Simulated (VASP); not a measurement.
# Pt (Fm-3m) in VASP: further runs, part 3 of 4

VASP 6.6.1. The steps go on from the part before.

## 5. Single point, r2SCAN

This run uses another cell than the first one, of 15.29 Å³/atom, 1.064 times its volume.

File POSCAR:

```
Pt
1.0
    0.0000000000      1.9700946810      1.9700946810
    1.9700946810      0.0000000000      1.9700946810
    1.9700946810      1.9700946810      0.0000000000
Pt
1
Direct
    0.0000000000      0.0000000000      0.0000000000
```

File INCAR.step1:

```
SYSTEM = Pt
  PREC = Accurate
  ENCUT = 520
  ISMEAR = 0
  SIGMA = 0.1
  LREAL = .FALSE.
  LASPH = .TRUE.
  NELM = 100
  NBANDS = 11
  GGA = PE
  ALGO = Normal
  EDIFF = 1E-4
  LWAVE = .TRUE.
  LCHARG = .FALSE.
```

File INCAR.step2:

```
SYSTEM = Pt
  PREC = Accurate
  ENCUT = 520
  EDIFF = 1E-7
  ISMEAR = 0
  SIGMA = 0.1
  LREAL = .FALSE.
  LASPH = .TRUE.
  NELM = 100
  ALGO = Normal
  ISIF = 2
  LWAVE = .FALSE.
  LCHARG = .FALSE.
  METAGGA = R2SCAN
  LMIXTAU = .TRUE.
  NBANDS = 11
  ISTART = 1
```

File KPOINTS:

```
Automatic mesh
0
G
  18 18 18
  0 0 0
```

Potentials or basis: VASP PAW PBE potentials, release 64 (Pt).

Started as:

```
cat potpaw_PBE.64/Pt/POTCAR > POTCAR
cp INCAR.step1 INCAR
mpirun -np 1 vasp_std > vasp.out
cp INCAR.step2 INCAR
mpirun -np 1 vasp_std > vasp.out
```

OUTCAR:

```text
SYSTEM = Pt
   PREC = Accurate
   ENCUT = 520
   EDIFF = 1E-7
   ISMEAR = 0
   LREAL = .FALSE.
   LASPH = .TRUE.
   NELM = 100
   ISIF = 2
   METAGGA = R2SCAN
   ISTART = 1

 ion  position               nearest neighbor table
   1  0.000  0.000  0.000-

  LATTYP: Found a face centered cubic cell.
 ALAT       =     3.9401893620

  Lattice vectors:

 A1 = (   0.0000000000,   1.9700946810,   1.9700946810)
 A2 = (   1.9700946810,   0.0000000000,   1.9700946810)
 A3 = (   1.9700946810,   1.9700946810,   0.0000000000)

Analysis of symmetry for initial positions (statically):
=====================================================================
 Subroutine PRICEL returns:
 Original cell was already a primitive cell.

 Routine SETGRP: Setting up the symmetry group for a
 face centered cubic supercell.

 Subroutine GETGRP returns: Found 48 space group operations
 (whereof 48 operations were pure point group operations)
 out of a pool of 48 trial point group operations.

The static configuration has the point symmetry O_h .

Analysis of symmetry for dynamics (positions and initial velocities):
=====================================================================
 Subroutine PRICEL returns:
 Original cell was already a primitive cell.

 Routine SETGRP: Setting up the symmetry group for a
 face centered cubic supercell.

 Subroutine GETGRP returns: Found 48 space group operations
 (whereof 48 operations were pure point group operations)
 out of a pool of 48 trial point group operations.

The dynamic configuration has the point symmetry O_h .

 Subroutine INISYM returns: Found 48 space group operations
 (whereof 48 operations are pure point group operations),
 and found     1 'primitive' translations

----------------------------------------------------------------------------------------

                                     Primitive cell

  volume of cell :      15.2930

  direct lattice vectors                    reciprocal lattice vectors
     0.000000000  1.970094681  1.970094681    -0.253794909  0.253794909  0.253794909
     1.970094681  0.000000000  1.970094681     0.253794909 -0.253794909  0.253794909
     1.970094681  1.970094681  0.000000000     0.253794909  0.253794909 -0.253794909

  length of vectors
     2.786134617  2.786134617  2.786134617     0.439585677  0.439585677  0.439585677

  position of ions in fractional coordinates (direct lattice)
     0.000000000  0.000000000  0.000000000

  ion indices of the primitive-cell ions
   primitive index   ion index
                 1           1

----------------------------------------------------------------------------------------

 KPOINTS: Automatic mesh

Automatic generation of k-mesh.
 Grid dimensions read from file:
 generate k-points for:   18   18   18

 Generating k-lattice:

  Cartesian coordinates                     Fractional coordinates (reciprocal lattice)
    -0.014099717  0.014099717  0.014099717     0.055555556  0.000000000  0.000000000
     0.014099717 -0.014099717  0.014099717     0.000000000  0.055555556  0.000000000
     0.014099717  0.014099717 -0.014099717     0.000000000  0.000000000  0.055555556

  Length of vectors
     0.024421426  0.024421426  0.024421426

  Shift w.r.t. Gamma in fractional coordinates (k-lattice)
     0.000000000  0.000000000  0.000000000

 Subroutine IBZKPT returns following result:
 ===========================================

 Found    195 irreducible k-points:

 Following reciprocal coordinates:
            Coordinates               Weight
  0.000000  0.000000  0.000000      1.000000
  0.055556  0.000000  0.000000      8.000000
  0.111111  0.000000  0.000000      8.000000
  0.166667  0.000000  0.000000      8.000000
  0.222222  0.000000  0.000000      8.000000
  0.277778  0.000000  0.000000      8.000000
[... 16 lines left out ...]
 -0.277778  0.055556  0.000000     24.000000
 -0.222222  0.055556  0.000000     24.000000
 [... further k-points ...]
   k-points           NKPTS =    195   k-points in BZ     NKDIM =    195   number of bands    NBANDS=     11
   number of dos      NEDOS =    301   number of ions     NIONS =      1
   total plane-waves  NPLWV =  13824
   dimension x,y,z NGX =    24 NGY =   24 NGZ =   24
   dimension x,y,z NGXF=    48 NGYF=   48 NGZF=   48
   ions per type =               1
   NGX,Y,Z   is equivalent  to a cutoff of  14.32, 14.32, 14.32 a.u.
   NGXF,Y,Z  is equivalent  to a cutoff of  28.64, 28.64, 28.64 a.u.
 SYSTEM =  Pt
   PREC   = accura    normal or accurate (medium, high low for compatibility)
   ISTART =      1    job   : 0-new  1-cont  2-samecut
   ICHARG =      0    charge: 1-file 2-atom 10-const
   ISPIN  =      1    spin polarized calculation?
   LNONCOLLINEAR =      F non collinear calculations
   LSORBIT =      F    spin-orbit coupling
   LASPH  =      T    aspherical Exc in radial PAW
   ENCUT  =  520.0 eV  38.22 Ry    6.18 a.u.   5.18  5.18  5.18*2*pi/ulx,y,z
   NELM   =    100;   NELMIN=  2; NELMDL=  0     # of ELM steps
   EDIFF  = 0.1E-06   stopping-criterion for ELM
   LREAL  =      F    real-space projection
   EDIFFG = 0.1E-05   stopping-criterion for IOM
   NSW    =      0    number of steps for IOM
   IBRION =     -1    ionic relax: 0-MD 1-quasi-New 2-CG
   NFREE  =      0    steps in history (QN), initial steepest desc. (CG)
   ISIF   =      2    stress and relaxation
   ISYM   =      2    0-nonsym 1-usesym 2-fastsym
   POTIM  = 0.5000    time-step for ionic-motion
   TEBEG  =    0.0;   TEEND  =   0.0 temperature during run
   PSTRESS=    0.0 pullay stress
   NELECT =      10.0000    total number of electrons
   NUPDOWN=      -1.0000    fix difference up-down
   EMIN   =  10.00;   EMAX   =-10.00  energy-range for DOS
   EFERMI =   0.00;   METHOD = LEGACY
   ISMEAR =     0;   SIGMA  =   0.10  broadening in eV -4-tet -1-fermi 0-gaus
   EFERMI_NEDOS =   21; number of points for ismear=-14 and -15
   IALGO  =     38    algorithm
   IMIX   =      4    mixing-type and parameters
     AMIX     =   0.40;   BMIX     =  1.00
     AMIX_MAG =   1.60;   BMIX_MAG =  1.00
  volume/ion in A,a.u.               =      15.29       103.20
  Fermi-wavevector in a.u.,A,eV,Ry     =   1.420947  2.685200 27.471374  2.019089
  Thomas-Fermi vector in A             =   2.541808
   LORBIT       =      0    0 simple, 1 ext, 2 COOP (PROOUT), +10 PAW based schemes
   METAGGA = R2SCAN    functional components
   LHFCALC =     F    Hartree Fock is set to
   AEXX    =    0.0000 exact exchange contribution
   IVDW    =     0    specifies the selected vdW correction
   LEPSILON=     F    determine dielectric tensor
   LRPA    =     F    only Hartree local field effects (RPA)
 non-spin polarized calculation
 Gauss-broadening in eV      SIGMA  =   0.10
  energy-cutoff  :      520.00
  volume of cell :       15.29
 maximum number of plane-waves:       424
 NGX is ok and might be reduce to    24
   NGX = 11   NGY = 11   NGZ = 11

 number of electron      10.0000001 magnetization

 Free energy of the ion-electron system (eV)
  ---------------------------------------------------
  ext. energy  EPLUGINS =         0.00000000
  ---------------------------------------------------
  free energy    TOTEN  =       -51.50169550 eV

  energy without entropy =      -51.49136539  energy(sigma->0) =      -51.49653044

 E-fermi :  10.7506     XC(G=0): -14.5371

 val. band max:       10.7476365514   @ k =   0.4444   0.1111   0.0000
 cond. band min:      10.7506757728   @ k =  -0.2778   0.3889   0.1667
 fundamental gap:      0.0030392214
 Fermi energy:        10.7505778714

 k-point     1 :       0.0000    0.0000    0.0000
  band No.  band energies     occupation
      1       0.4141      2.00000
      2       6.9197      2.00000
      3       6.9197      2.00000
      4       6.9197      2.00000
      5       9.0346      2.00000
      6       9.0346      2.00000
      7      26.2691      0.00000
      8      31.3581      0.00000
      9      31.3581      0.00000
     10      31.3581      0.00000
     11      37.1802      0.00000

 k-point     2 :       0.0556    0.0000    0.0000
  band No.  band energies     occupation
      1       0.5421      2.00000
      2       6.8633      2.00000
      3       6.9705      2.00000
      4       6.9705      2.00000
      5       9.0068      2.00000
      6       9.0068      2.00000
      7      26.4643      0.00000
      8      30.6889      0.00000
      9      31.5498      0.00000
     10      31.5498      0.00000
     11      37.9012      0.00000
[... 295 lines left out ...]
 k-point    24 :      -0.2222    0.0556    0.0000
  band No.  band energies     occupation
      1       2.5076      2.00000
      2       6.4400      2.00000
      3       7.3057      2.00000
      4       7.3718      2.00000
      5       8.8676      2.00000
      6       9.5567      2.00000
      7      25.1479      0.00000
      8      28.1598      0.00000
      9      32.6815      0.00000
     10      34.3000      0.00000
     11      35.5069      0.00000

 [... further k-points ...]
[... 5 lines left out ...]
  --------------------------------------------------------------------------------------
  -------------------------------------------------------------------------------------
  Total        0.0659665      0.0659665      0.0659665     -0.0000000      0.0000000      0.0000000
  in kB        6.9110307      6.9110307      6.9110307     -0.0000000      0.0000000      0.0000000
  external PRESSURE =       6.9110307 kB  Pullay stress =       0.0000000 kB

 VOLUME and BASIS-vectors are now :
 -----------------------------------------------------------------------------
  energy-cutoff  :      520.00
  volume of cell :       15.29
      direct lattice vectors                 reciprocal lattice vectors
     0.000000000  1.970094681  1.970094681    -0.253794909  0.253794909  0.253794909
     1.970094681  0.000000000  1.970094681     0.253794909 -0.253794909  0.253794909
     1.970094681  1.970094681  0.000000000     0.253794909  0.253794909 -0.253794909

 POSITION                                       TOTAL-FORCE (eV/Angst)
 -----------------------------------------------------------------------------------
      0.00000      0.00000      0.00000        -0.000000     -0.000000      0.000000
 -----------------------------------------------------------------------------------
    total drift:                               -0.000000      0.000000     -0.000000

  FREE ENERGIE OF THE ION-ELECTRON SYSTEM (eV)
  ---------------------------------------------------
  free  energy   TOTEN  =       -51.5016955002 eV

  energy  without entropy=      -51.4913653884  energy(sigma->0) =      -51.49653044
```

OSZICAR.step1:

```text
N       E                     dE             d eps       ncg     rms          rms(c)
DAV:   1     0.395823042733E+02    0.39582E+02   -0.53681E+03  4426   0.844E+02
DAV:   2    -0.585312597454E+01   -0.45435E+02   -0.43616E+02  4915   0.176E+02
DAV:   3    -0.647221735155E+01   -0.61909E+00   -0.61332E+00  4999   0.195E+01
DAV:   4    -0.647462660166E+01   -0.24093E-02   -0.24090E-02  4934   0.143E+00
DAV:   5    -0.647464603184E+01   -0.19430E-04   -0.19430E-04  5040   0.119E-01    0.124E+01
DAV:   6    -0.613527067158E+01    0.33938E+00   -0.78196E-01  4602   0.703E+00    0.656E+00
DAV:   7    -0.609790289940E+01    0.37368E-01   -0.14056E-01  4962   0.290E+00    0.251E+00
DAV:   8    -0.609470763449E+01    0.31953E-02   -0.65332E-03  4677   0.693E-01    0.583E-01
DAV:   9    -0.609446767786E+01    0.23996E-03   -0.24392E-04  4653   0.134E-01    0.468E-02
DAV:  10    -0.609447059788E+01   -0.29200E-05   -0.51665E-06  2385   0.180E-02
   1 F= -.60944706E+01 E0= -.60890217E+01  d E =-.108977E-01
```

Run time: 70 s. Hardware: 1 thread of Intel Xeon Platinum 8488C (Sapphire Rapids), shared host; peak memory 0.17 GiB.

What came out:

- Free energy: -51.5017 eV
- Pressure: 0.7 GPa
- Band gap on the k mesh: zero (band 5 reaches 11.26 eV, above the bottom of band 6 at 8.94 eV)

Caveat: the PAW data sets were made with another functional, which shifts forces and pressure a little; spin-orbit coupling is left out, which moves the levels of the heavy elements.

(Part 3 of 4 ends here.)
